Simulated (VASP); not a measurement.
**C: electric field gradients with LDA**

The system is C.

```xyz
2
Lattice="0.0000 1.7834 1.7656 1.7834 0.0000 1.7656 1.7834 1.7834 0.0000" Properties=species:S:1:pos:R:3 pbc="T T T"
C     1.7834    1.7834    1.7656
C     2.6751    2.6751    2.6483
```

This cell differs from its parent crystal: zz strain of -1 %.

```yaml
Program: VASP 6.6.1
Task: electric field gradients
Functional: LDA
Potentials_or_basis: VASP PAW LDA potentials, release 64 (C)
Cutoff: 520 eV
k_mesh: 20 × 20 × 20
Occupations: fermi-dirac, width 0.08 eV
Spin: no spin polarisation
Dipole_correction: no
Further_INCAR_settings: ALGO = Normal; EDIFF = 1e-08; NBANDS = 11
```

```
Pressure                                : -7.3 GPa
Band gap on the k mesh                  : 3.87 eV (least direct gap 5.39 eV)
Largest electric field gradient by atom : C -0.4 V/Å²
```

Stress tensor (GPa, compression positive):
```
-10.41   0.00   0.00
  0.00 -10.41   0.00
  0.00   0.00  -1.11
```

Levels at points of the mesh, in eV from the valence-band top:
```tsv
k point	band 2	band 3	band 4	band 5	band 6	band 7
(0.00, 0.00, 0.00)	-0.15	-0.15	0.00	5.39	5.51	5.51
(0.50, 0.00, 0.00)	-13.57	-3.00	-2.82	8.28	8.32	9.10
(0.50, 0.50, 0.00)	-12.67	-6.55	-6.55	4.47	4.47	16.71
(0.50, 0.00, 0.50)	-12.83	-6.40	-6.40	4.71	4.71	16.66
```

Electric field gradients, principal values (V/Å²):
```csv
atom,least,middle,greatest (by size)
1 C,0.190,0.190,-0.380
2 C,0.190,0.190,-0.380
```

It took 25 s on 1 thread of Intel(R) Xeon(R) 6975P-C (Granite Rapids), on a shared host, peak memory 0.16 GiB.

Caveat: the cell differs from its parent crystal (zz strain of -1 %); the cell stands under tension; without QUAD_EFG the Cq values of the log hold for a quadrupole moment of 1 mb, not for the nuclei. A k mesh can miss the band edges.
